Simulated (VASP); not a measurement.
# BN (P1) in VASP: a series of runs

The runs below take BN through single point, with LDA.

Everything below comes from runs of VASP 6.6.1. Logs are shortened: lines on timing, memory, paths and dates and some standing lists are left out, and cuts for length are marked.

## 1. The cell of the first run

The typed cell holds 8 atoms: a = 4.880 Å, b = 2.591 Å, c = 4.292 Å, α = 90.00°, β = 90.00°, γ = 90.00°.

## 2. Single point, LDA

The input, INCAR:

```
SYSTEM = BN
PREC = Accurate ; ENCUT = 520
EDIFF = 1E-6 ; ISMEAR = 0
SIGMA = 0.01 ; LREAL = .FALSE.
LASPH = .TRUE. ; NELM = 60
ALGO = Normal ; ISIF = 2
LWAVE = .FALSE. ; LCHARG = .TRUE.
LELF = .TRUE. ; LVHAR = .TRUE.
NBANDS = 26
```

The input, KPOINTS:

```
Automatic mesh
0
Gamma
  2 4 2
  0.5 0.5 0.5
```

The input, POSCAR:

```
BN
1.0
    4.8800890000      0.0000000000      0.0000000000
    0.0000000000      2.5914640000      0.0000000000
    0.0000000000      0.0000000000      4.2920490000
B N
4 4
Direct
    0.6494402049      0.7343335659      0.1027348476
    0.8374759149      0.2558233493      0.5964806087
    0.1621068796      0.7403803410      0.4124426352
    0.3395823314      0.2629517524      0.8988965410
    0.8259705919      0.7517507478      0.3915915219
    0.1797161896      0.2517943525      0.6033446962
    0.6816176918      0.2565036597      0.8888013627
    0.3214896286      0.7449761988      0.1081168924
```

Potentials or basis: VASP PAW LDA potentials, release 64 (B, N).

Launch:

```
$ cat potpaw_LDA.64/B/POTCAR potpaw_LDA.64/N/POTCAR > POTCAR
$ mpirun -np 1 vasp_std > vasp.out
```

OUTCAR:

```text
SYSTEM = BN
   PREC = Accurate
   ENCUT = 520
   EDIFF = 1E-6
   ISMEAR = 0
   LREAL = .FALSE.
   LASPH = .TRUE.
   NELM = 60
   ISIF = 2

 ion  position               nearest neighbor table
   1  0.649  0.734  0.103-   5 1.51   7 1.55   8 1.60   7 1.64   4 2.13
   2  0.837  0.256  0.596-   7 1.47   5 1.56   5 1.58   6 1.67   3 2.17
   3  0.162  0.740  0.412-   6 1.51   8 1.52   6 1.56   5 1.64   2 2.17
   4  0.340  0.263  0.899-   6 1.49   8 1.54   8 1.62   7 1.67   1 2.13
   5  0.826  0.752  0.392-   1 1.51   2 1.56   2 1.58   3 1.64
   6  0.180  0.252  0.603-   4 1.49   3 1.51   3 1.56   2 1.67
   7  0.682  0.257  0.889-   2 1.47   1 1.55   1 1.64   4 1.67
   8  0.321  0.745  0.108-   3 1.52   4 1.54   1 1.60   4 1.62

  LATTYP: Found a simple orthorhombic cell.
 ALAT       =     2.5914640000
 B/A-ratio  =     1.6562255929
 C/A-ratio  =     1.8831398005

  Lattice vectors:

 A1 = (   0.0000000000,   2.5914640000,   0.0000000000)
 A2 = (   0.0000000000,   0.0000000000,   4.2920490000)
 A3 = (   4.8800890000,   0.0000000000,   0.0000000000)

Analysis of symmetry for initial positions (statically):
=====================================================================
 Subroutine PRICEL returns:
 Original cell was already a primitive cell.

 Routine SETGRP: Setting up the symmetry group for a
 simple orthorhombic supercell.

 Subroutine GETGRP returns: Found  1 space group operations
 (whereof  1 operations were pure point group operations)
 out of a pool of  8 trial point group operations.

The static configuration has the point symmetry C_1 .

Analysis of symmetry for dynamics (positions and initial velocities):
=====================================================================
 Subroutine PRICEL returns:
 Original cell was already a primitive cell.

 Routine SETGRP: Setting up the symmetry group for a
 simple orthorhombic supercell.

 Subroutine GETGRP returns: Found  1 space group operations
 (whereof  1 operations were pure point group operations)
 out of a pool of  8 trial point group operations.

The dynamic configuration has the point symmetry C_1 .

 Subroutine INISYM returns: Found  1 space group operations
 (whereof  1 operations are pure point group operations),
 and found     1 'primitive' translations

----------------------------------------------------------------------------------------

                                     Primitive cell

  volume of cell :      54.2797

  direct lattice vectors                    reciprocal lattice vectors
     4.880089000  0.000000000  0.000000000     0.204914296  0.000000000  0.000000000
     0.000000000  2.591464000  0.000000000     0.000000000  0.385882266  0.000000000
     0.000000000  0.000000000  4.292049000     0.000000000  0.000000000  0.232988952

  length of vectors
     4.880089000  2.591464000  4.292049000     0.204914296  0.385882266  0.232988952

  position of ions in fractional coordinates (direct lattice)
     0.649440205  0.734333566  0.102734848
     0.837475915  0.255823349  0.596480609
     0.162106880  0.740380341  0.412442635
     0.339582331  0.262951752  0.898896541
     0.825970592  0.751750748  0.391591522
     0.179716190  0.251794352  0.603344696
     0.681617692  0.256503660  0.888801363
     0.321489629  0.744976199  0.108116892

  ion indices of the primitive-cell ions
   primitive index   ion index
                 1           1
                 2           2
                 3           3
                 4           4
                 5           5
                 6           6
                 7           7
                 8           8

----------------------------------------------------------------------------------------

 KPOINTS: Automatic mesh

Automatic generation of k-mesh.
 Grid dimensions read from file:
 generate k-points for:    2    4    2

 Generating k-lattice:

  Cartesian coordinates                     Fractional coordinates (reciprocal lattice)
     0.102457148  0.000000000  0.000000000     0.500000000  0.000000000  0.000000000
     0.000000000  0.096470566  0.000000000     0.000000000  0.250000000  0.000000000
     0.000000000  0.000000000  0.116494476     0.000000000  0.000000000  0.500000000

  Length of vectors
     0.102457148  0.096470566  0.116494476

  Shift w.r.t. Gamma in fractional coordinates (k-lattice)
     0.500000000  0.500000000  0.500000000

 Subroutine IBZKPT returns following result:
 ===========================================

 Found      8 irreducible k-points:

 Following reciprocal coordinates:
            Coordinates               Weight
  0.250000  0.125000  0.250000      2.000000
 -0.250000  0.125000 -0.250000      2.000000
 -0.250000 -0.125000  0.250000      2.000000
  0.250000 -0.125000 -0.250000      2.000000
  0.250000  0.375000  0.250000      2.000000
 -0.250000  0.375000 -0.250000      2.000000
 -0.250000 -0.375000  0.250000      2.000000
  0.250000 -0.375000 -0.250000      2.000000
   k-points           NKPTS =      8   k-points in BZ     NKDIM =      8   number of bands    NBANDS=     26
   number of dos      NEDOS =    301   number of ions     NIONS =      8
   total plane-waves  NPLWV =  23040
   dimension x,y,z NGX =    36 NGY =   20 NGZ =   32
   dimension x,y,z NGXF=    72 NGYF=   40 NGZF=   64
   ions per type =               4   4
   NGX,Y,Z   is equivalent  to a cutoff of  12.26, 12.83, 12.39 a.u.
   NGXF,Y,Z  is equivalent  to a cutoff of  24.53, 25.66, 24.79 a.u.
 SYSTEM =  BN
   PREC   = accura    normal or accurate (medium, high low for compatibility)
   ISTART =      0    job   : 0-new  1-cont  2-samecut
   ICHARG =      2    charge: 1-file 2-atom 10-const
   ISPIN  =      1    spin polarized calculation?
   LNONCOLLINEAR =      F non collinear calculations
   LSORBIT =      F    spin-orbit coupling
   LASPH  =      T    aspherical Exc in radial PAW
   ENCUT  =  520.0 eV  38.22 Ry    6.18 a.u.   9.07  4.82  7.98*2*pi/ulx,y,z
   NELM   =     60;   NELMIN=  2; NELMDL= -5     # of ELM steps
   EDIFF  = 0.1E-05   stopping-criterion for ELM
   LREAL  =      F    real-space projection
   EDIFFG = 0.1E-04   stopping-criterion for IOM
   NSW    =      0    number of steps for IOM
   IBRION =     -1    ionic relax: 0-MD 1-quasi-New 2-CG
   NFREE  =      0    steps in history (QN), initial steepest desc. (CG)
   ISIF   =      2    stress and relaxation
   ISYM   =      2    0-nonsym 1-usesym 2-fastsym
   POTIM  = 0.5000    time-step for ionic-motion
   TEBEG  =    0.0;   TEEND  =   0.0 temperature during run
   PSTRESS=    0.0 pullay stress
   NELECT =      32.0000    total number of electrons
   NUPDOWN=      -1.0000    fix difference up-down
   EMIN   =  10.00;   EMAX   =-10.00  energy-range for DOS
   EFERMI =   0.00;   METHOD = LEGACY
   ISMEAR =     0;   SIGMA  =   0.01  broadening in eV -4-tet -1-fermi 0-gaus
   EFERMI_NEDOS =   21; number of points for ismear=-14 and -15
   IALGO  =     38    algorithm
   IMIX   =      4    mixing-type and parameters
     AMIX     =   0.40;   BMIX     =  1.00
     AMIX_MAG =   1.60;   BMIX_MAG =  1.00
  volume/ion in A,a.u.               =       6.78        45.79
  Fermi-wavevector in a.u.,A,eV,Ry     =   1.372711  2.594047 25.637923  1.884334
  Thomas-Fermi vector in A             =   2.498293
   LORBIT       =      0    0 simple, 1 ext, 2 COOP (PROOUT), +10 PAW based schemes
   GGA     = CA    functional components
   LHFCALC =     F    Hartree Fock is set to
   AEXX    =    0.0000 exact exchange contribution
   IVDW    =     0    specifies the selected vdW correction
   LEPSILON=     F    determine dielectric tensor
   LRPA    =     F    only Hartree local field effects (RPA)
 non-spin polarized calculation
 Gauss-broadening in eV      SIGMA  =   0.01
  energy-cutoff  :      520.00
  volume of cell :       54.28
 maximum number of plane-waves:      1463
   NGX = 19   NGY =  9   NGZ = 15

 number of electron      32.0000003 magnetization

 Free energy of the ion-electron system (eV)
  ---------------------------------------------------
  ext. energy  EPLUGINS =         0.00000000
  ---------------------------------------------------
  free energy    TOTEN  =       -75.52045699 eV

  energy without entropy =      -75.52045699  energy(sigma->0) =      -75.52045699

 E-fermi :   5.1472     XC(G=0): -12.1729

 val. band max:        5.0170646932   @ k =   0.2500  -0.1250  -0.2500
 cond. band min:      11.5162231168   @ k =  -0.2500  -0.1250   0.2500
 fundamental gap:      6.4991584236
 Fermi energy:         5.1471579598

 k-point     1 :       0.2500    0.1250    0.2500
  band No.  band energies     occupation
      1     -13.1628      2.00000
      2     -11.9075      2.00000
      3      -9.7477      2.00000
      4      -8.8084      2.00000
      5      -3.7739      2.00000
      6      -2.1456      2.00000
[... 18 lines left out ...]
     25      16.9095      0.00000
     26      17.7910      0.00000

 k-point     2 :      -0.2500    0.1250   -0.2500
  band No.  band energies     occupation
      1     -13.1596      2.00000
      2     -11.9129      2.00000
      3      -9.7353      2.00000
      4      -8.8228      2.00000
      5      -3.7723      2.00000
      6      -2.1558      2.00000
[... 18 lines left out ...]
     25      16.7683      0.00000
     26      17.8538      0.00000

 k-point     3 :      -0.2500   -0.1250    0.2500
  band No.  band energies     occupation
      1     -13.1588      2.00000
      2     -11.9139      2.00000
      3      -9.7493      2.00000
      4      -8.8026      2.00000
      5      -3.7387      2.00000
      6      -2.2535      2.00000
[... 108 lines left out ...]
 k-point     7 :      -0.2500   -0.3750    0.2500
  band No.  band energies     occupation
      1     -11.3882      2.00000
      2     -10.3170      2.00000
      3      -9.1177      2.00000
      4      -8.7367      2.00000
      5      -3.7703      2.00000
      6      -2.8904      2.00000
[... 18 lines left out ...]
     25      17.9793      0.00000
     26      18.4226      0.00000

 k-point     8 :       0.2500   -0.3750   -0.2500
  band No.  band energies     occupation
      1     -11.3804      2.00000
      2     -10.3450      2.00000
      3      -9.1213      2.00000
      4      -8.7041      2.00000
      5      -3.7431      2.00000
      6      -2.9084      2.00000
[... 18 lines left out ...]
     25      17.9244      0.00000
     26      18.3407      0.00000

------------------------ aborting loop because EDIFF is reached ----------------------------------------

  FORCE on cell =-STRESS in cart. coord.  units (eV):
  Direction    XX          YY          ZZ          XY          YZ          ZX
  --------------------------------------------------------------------------------------
  -------------------------------------------------------------------------------------
  Total       -2.8454268     -4.0549992     -3.5289837     -0.0097853      0.2143161      0.1439599
  in kB      -83.9886112   -119.6916255   -104.1651966     -0.2888336      6.3259784      4.2492711
  external PRESSURE =    -102.6151444 kB  Pullay stress =       0.0000000 kB

 VOLUME and BASIS-vectors are now :
 -----------------------------------------------------------------------------
  energy-cutoff  :      520.00
  volume of cell :       54.28
      direct lattice vectors                 reciprocal lattice vectors
     4.880089000  0.000000000  0.000000000     0.204914296  0.000000000  0.000000000
     0.000000000  2.591464000  0.000000000     0.000000000  0.385882266  0.000000000
     0.000000000  0.000000000  4.292049000     0.000000000  0.000000000  0.232988952

 POSITION                                       TOTAL-FORCE (eV/Angst)
 -----------------------------------------------------------------------------------
      3.16933      1.90300      0.44094         1.063699      1.056673     -1.243519
      4.08696      0.66296      2.56012         0.562586     -0.236512     -0.764871
      0.79110      1.91867      1.77022        -0.476612      0.760286     -1.097745
      1.65719      0.68143      3.85811         0.364305     -0.947142      0.902283
      4.03081      1.94813      1.68073        -0.529490     -0.016884      0.469681
      0.87703      0.65252      2.58958         0.090628     -0.516481      0.680320
      3.32635      0.66472      3.81478        -1.324875     -0.700645      1.390386
      1.56890      1.93058      0.46404         0.249758      0.600705     -0.336534
 -----------------------------------------------------------------------------------
    total drift:                               -0.000210      0.000064      0.000069

  FREE ENERGIE OF THE ION-ELECTRON SYSTEM (eV)
  ---------------------------------------------------
  free  energy   TOTEN  =       -75.5204569935 eV

  energy  without entropy=      -75.5204569935  energy(sigma->0) =      -75.52045699
```

Run time: 8.9 s. Hardware: 1 thread of Intel Xeon 6975P-C (Granite Rapids), shared host; peak memory 0.13 GiB.

Results:

| Item | Value |
| --- | --- |
| Free energy | -75.5205 eV |
| Pressure | -10.3 GPa |
| Largest force | 2.044 eV/Å |
| Band gap on the k mesh | 6.50 eV, indirect (least direct gap 6.55 eV) |

Forces on the atoms (eV/Å):
```
B    1.064  1.057 -1.244
B    0.563 -0.237 -0.765
B   -0.477  0.760 -1.098
B    0.364 -0.947  0.902
N   -0.529 -0.017  0.470
N    0.091 -0.516  0.680
N   -1.325 -0.701  1.390
N    0.250  0.601 -0.337
```

Levels at points of the mesh, in eV from the valence-band top:
| k point | band 14 | band 15 | band 16 | band 17 | band 18 | band 19 |
| --- | --- | --- | --- | --- | --- | --- |
| (0.25, 0.12, 0.25) | -1.10 | -0.40 | -0.01 | 6.63 | 7.57 | 8.79 |

Caveat: the k points lie up to 0.73 Å⁻¹ apart; forces of over 1 eV/Å act on the atoms, so gaps and moduli don't describe the material at rest.

## 3. Single point, LDA

The input, INCAR:

```
SYSTEM = BN
PREC     = Accurate       ! precision mode
ENCUT    = 520            ! plane-wave cutoff, eV
EDIFF    = 1E-6           ! SCF threshold, eV
ISMEAR   = 0              ! smearing method
SIGMA    = 0.01           ! smearing width, eV
LREAL    = .False.        ! projectors in reciprocal space
LASPH    = .True.         ! aspherical terms in the spheres
NELM     = 60             ! most SCF steps
ALGO     = Normal         ! electronic algorithm
ISIF     = 2              ! what is computed and relaxed
LWAVE    = .False.        ! write WAVECAR
LCHARG   = .False.        ! write CHGCAR
NBANDS   = 26             ! bands
```

KPOINTS is that of step 2.

The input, POSCAR:

```
BN
1.0
    4.8800890000      0.0000000000      0.0000000000
    0.0000000000      2.5914640000      0.0000000000
    0.0000000000      0.0000000000      4.2920490000
B N
4 4
Direct
    0.6467511146      0.7332824226      0.1023618323
    0.8388728156      0.2588899556      0.5940712699
    0.1609474745      0.7410467597      0.4081849951
    0.3420693762      0.2627495501      0.8982439390
    0.8281305935      0.7537326392      0.3927182565
    0.1811145248      0.2475863064      0.6043959424
    0.6760534490      0.2552406671      0.8931629159
    0.3234680761      0.7465517561      0.1075141500
```

Potentials or basis: VASP PAW LDA potentials, release 64 (B, N).

Launch:

```
$ cat potpaw_LDA.64/B/POTCAR potpaw_LDA.64/N/POTCAR > POTCAR
$ mpirun -np 1 vasp_std > vasp.out
```

Wall time 8.6 s (1 thread of Intel Xeon 6975P-C (Granite Rapids), shared host); peak memory 0.13 GiB.

The run converged. Its results:

```yaml
Free_energy: -75.5632 eV
Pressure: -9.9 GPa
Largest_force: 1.971 eV/Å
Band_gap_on_the_k_mesh: 6.55 eV, indirect (least direct gap 6.65 eV)
```

Forces in eV/Å, atoms in the order of the input:
```
B    1.354  1.190 -0.798
B    0.325 -0.397  0.196
B   -0.198  0.507 -0.489
B    0.132 -0.931  0.871
N   -0.896 -0.061  0.045
N   -0.212 -0.081  0.188
N   -0.214 -0.690  0.135
N   -0.291  0.463 -0.148
```

Stress tensor (GPa, compression positive):
```
 -6.19   0.31   0.91
  0.31 -11.22   1.20
  0.91   1.20 -12.15
```

Levels at points of the mesh, in eV from the valence-band top:
| k point | band 12 | band 13 | band 14 | band 15 | band 16 | band 17 | band 18 | band 19 | band 20 | band 21 |
| --- | --- | --- | --- | --- | --- | --- | --- | --- | --- | --- |
| (0.25, 0.12, 0.25) | -2.30 | -1.97 | -1.06 | -0.43 | 0.00 | 6.69 | 7.56 | 8.87 | 9.44 | 9.94 |

Caveat: the k points lie up to 0.73 Å⁻¹ apart; forces of over 1 eV/Å act on the atoms, so gaps and moduli don't describe the material at rest. A k mesh can miss the band edges.
